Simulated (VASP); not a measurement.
Set up this calculation in VASP 6.6.1, as the native input.

| Quantity | Value |
| --- | --- |
| Task | single point |
| Functional | PBEsol |
| Potentials or basis | VASP PAW PBE potentials, release 64 (Pb_d, Se) |
| Cutoff | 400 eV |
| k mesh | 1 × 1 × 12 |
| Occupations | gaussian, width 0.05 eV |
| Spin | no spin polarisation |
| Dipole correction | no |
| Further INCAR settings | ALGO = Normal; EDIFF = 1e-06; NBANDS = 72 |

The structure of PbSe lies in POSCAR:

```
PbSe
1.0
   16.1000000000      0.0000000000      0.0000000000
    0.0000000000     16.8000000000      0.0000000000
    0.0000000000      0.0000000000      3.9757847000
Pb Se
6 6
Direct
    0.6462575336      0.5510153309      0.5000000000
    0.5270272998      0.6468927909      0.0000000000
    0.3807697662      0.5958774600      0.5000000000
    0.3537424664      0.4489846691      0.0000000000
    0.4729727002      0.3531072091      0.5000000000
    0.6192302338      0.4041225400      1.0000000000
    0.6936534801      0.6557239569      0.0000000000
    0.4561023199      0.7385829436      0.5000000000
    0.2624488398      0.5828589868      1.0000000000
    0.3063465199      0.3442760431      0.5000000000
    0.5438976801      0.2614170564      0.0000000000
    0.7375511602      0.4171410132      0.5000000000
```

These files were run (other wordings do the same):

INCAR

```
SYSTEM = PbSe
PREC = Accurate
ENCUT = 400
EDIFF = 1E-6
ISMEAR = 0
SIGMA = 0.05
LREAL = .False.
LASPH = .True.
NELM = 120
ALGO = Normal
ISIF = 2
LWAVE = .False.
LCHARG = .False.
GGA = PS
NBANDS = 72
GGA_COMPAT = .False.
```

KPOINTS

```
Automatic mesh
0
Gamma
  1 1 12
  0 0 0
```

Potentials or basis: VASP PAW PBE potentials, release 64 (Pb_d, Se).

Command:

```sh
$ cat potpaw_PBE.64/Pb_d/POTCAR potpaw_PBE.64/Se/POTCAR > POTCAR
$ mpirun -np 1 vasp_std > vasp.out
```

Results of the run:

```
Largest force          : 1.246 eV/Å
Band gap on the k mesh : 1.15 eV (least direct gap 1.43 eV)
```

Caveat: the PAW data sets were made with another functional, which shifts forces and pressure a little; spin-orbit coupling is left out, which moves the levels of the heavy elements.

Run time: 10 min on 1 thread of AMD EPYC 7R43 64-Core Processor (Zen 3) (shared host), peak memory 0.76 GiB.
